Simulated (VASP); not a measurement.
MgB2: single point with r2SCAN

MgB2:

```
Mg B
1.0
     3.08500    0.00000    0.00000
    -1.54250    2.67169    0.00000
     0.00000    0.00000    3.52300
Mg B
1 2
Direct
  0.00000 0.00000 0.00000
  0.66667 0.33333 0.50000
  0.33333 0.66667 0.50000
```

| Property | Result |
| --- | --- |
| Program | VASP 6.6.1 |
| Task | single point |
| Functional | r2SCAN |
| Potentials or basis | VASP PAW PBE potentials, release 64 (Mg_sv, B) |
| Cutoff | 750 eV |
| k mesh | 10 × 10 × 8 |
| Occupations | fermi-dirac, width 0.05 eV |
| Spin | no spin polarisation |
| Dipole correction | no |
| Mended | yes |
| Further INCAR settings | ALGO = Normal; EDIFF = 1e-06; NBANDS = 15 |

- Pressure: -2.2 GPa
- Band gap on the k mesh: zero (bands 8 and 9 overlap by 2.54 eV)

Stress tensor (GPa, compression positive):
```
-2.29  0.00  0.00
 0.00 -2.29  0.00
 0.00  0.00 -2.02
```

Levels at points of the mesh, in eV from the Fermi level:
```
           k point  band 5  band 6  band 7  band 8  band 9  band 10  band 11  band 12
(0.00, 0.00, 0.00)  -13.25   -3.16    0.35    0.35    1.94     6.59     6.59     8.43
(0.50, 0.00, 0.00)   -9.21   -8.31   -2.36    0.16    3.25     4.08     5.74     7.88
(0.00, 0.00, 0.50)  -11.96   -7.77    0.74    0.74    6.90     6.90     8.53    10.32
(0.50, 0.00, 0.50)   -8.22   -7.40   -3.78   -2.06   -1.26     5.99     9.50     9.69
```

Run time: 100 s on 1 thread of AMD EPYC 9R45 96-Core Processor (Zen 5), on a shared host, peak memory 0.16 GiB.

Caveat: the PAW data sets were made with another functional, which shifts forces and pressure a little.
